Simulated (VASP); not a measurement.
The system is WBr2Cl2.

```xyz
5
Lattice="2.0044 -8.8664 0.0000 2.0044 8.8664 0.0000 0.0000 0.0000 4.1762" Properties=species:S:1:pos:R:3 pbc="T T T"
W     0.0000    0.0000    0.0000
Br    2.0044    6.0082    0.0000
Br    2.0044   -6.0082    0.0000
Cl    0.0000    0.0000    2.0881
Cl    2.0044    0.0000    0.0000
```

| Property | Result |
| --- | --- |
| Program | VASP 6.6.1 |
| Task | relaxation of cell and atoms |
| Functional | PBE |
| Dispersion | D3(BJ) |
| Potentials or basis | VASP PAW PBE potentials, release 64 (W_sv, Br, Cl) |
| Cutoff | 600 eV |
| k mesh | 4 × 4 × 4 |
| Occupations | gaussian, width 0.1 eV |
| Spin | no spin polarisation |

At the start: pressure 18.7 GPa; volume 29.69 Å³/atom.

Task: Where does the relaxation end?

Result: Over 19 steps the energy falls by 928.6 meV/atom and the volume is 34.26 Å³/atom (+15.4 %); space group Cmmm (No. 65, to 0.1 Å) before and after.

Step by step:
```csv
step,energy change (eV),largest force (eV/Å),pressure (GPa),volume (Å³)
1,0.0000,1.6738,18.72,148.44
2,-3.4886,1.1134,-5.18,225.49
3,-4.2443,1.6253,-3.62,189.59
4,-4.4713,1.7313,2.84,172.85
5,-4.6285,0.0407,-0.29,178.77
6,-4.6287,0.0903,-0.20,178.56
7,-4.6324,0.0736,-0.07,177.66
8,-4.6329,0.0654,-0.01,177.21
9,-4.6336,0.0668,-0.03,177.04
10,-4.6355,0.0692,-0.06,176.51
11,-4.6382,0.0751,-0.11,175.44
12,-4.6386,0.0893,-0.18,173.28
13,-4.6393,0.0865,-0.15,174.23
14,-4.6397,0.0784,-0.15,174.06
15,-4.6408,0.0529,-0.15,173.54
16,-4.6422,0.0029,-0.15,172.51
17,-4.6420,0.0973,-0.15,170.46
18,-4.6427,0.0411,-0.15,171.60
19,-4.6429,0.0113,-0.05,171.28
```

Final structure:
```cif
data_structure
_symmetry_space_group_name_H-M 'P 1'
_symmetry_Int_Tables_number 1
_cell_length_a 7.9642
_cell_length_b 7.9642
_cell_length_c 4.7385
_cell_angle_alpha 90.000
_cell_angle_beta 90.000
_cell_angle_gamma 145.258
_cell_volume 171.28
loop_
_atom_site_label
_atom_site_type_symbol
_atom_site_fract_x
_atom_site_fract_y
_atom_site_fract_z
_atom_site_occupancy
W1 W 0.00000 0.00000 0.00000 1
Br1 Br 0.16253 0.83747 0.00000 1
Br2 Br 0.83747 0.16253 0.00000 1
Cl1 Cl 0.00000 0.00000 0.50000 1
Cl2 Cl 0.50000 0.50000 0.00000 1
```

Caveat: the k points lie up to 0.35 Å⁻¹ apart in the final cell, too coarse for converged energies and pressures of a metal; the volume moved by over 15 % at a fixed basis, so the end points are rough.
